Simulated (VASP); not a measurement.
Write the native input for VASP 6.6.1 that does the following.

* Task: single point
* Functional: LDA
* Potentials or basis: VASP PAW LDA potentials, release 64 (In_d, As)
* Cutoff: 520 eV
* k mesh: 6 × 6 × 6
* Occupations: gaussian, width 0.05 eV
* Spin: no spin polarisation
* Dipole correction: no
* Further INCAR settings: ALGO = Normal; EDIFF = 1e-06; NBANDS = 16

The structure of InAs lies in POSCAR:

```
InAs
1.0
    0.0000000000      2.8964820000      2.8393162581
    2.8964820000      0.0000000000      2.8393162581
    2.8964820000      2.8964820000      0.0000000000
In As
1 1
Direct
    0.5000000000      0.5000000000      0.5000000000
    0.0000000000      0.0000000000      0.0000000000
```

These files were run (other wordings do the same):

INCAR

```
SYSTEM = InAs
PREC = Accurate
ENCUT = 520
EDIFF = 1E-6
ISMEAR = 0
SIGMA = 0.05
LREAL = .False.
LASPH = .True.
NELM = 60
ALGO = Normal
ISIF = 2
LWAVE = .False.
LCHARG = .True.
GGA = CA
LELF = .True.
LVHAR = .True.
NBANDS = 16
```

KPOINTS

```
Automatic mesh
0
Gamma
  6 6 6
  0 0 0
```

Potentials or basis: VASP PAW LDA potentials, release 64 (In_d, As).

Command:

```sh
$ cat potpaw_LDA.64/In_d/POTCAR potpaw_LDA.64/As/POTCAR > POTCAR
$ mpirun -np 1 vasp_std > vasp.out
```

Results of the run:

| Quantity | Value |
| --- | --- |
| Pressure | -4.9 GPa |
| Band gap on the k mesh | zero (band 9 reaches 6.15 eV, above the bottom of band 10 at 3.48 eV) |

Caveat: spin-orbit coupling is left out, which moves the levels of the heavy elements.

Wall time 40 s on 1 thread of Intel Xeon 8259CL (shared host), peak memory 0.16 GiB.
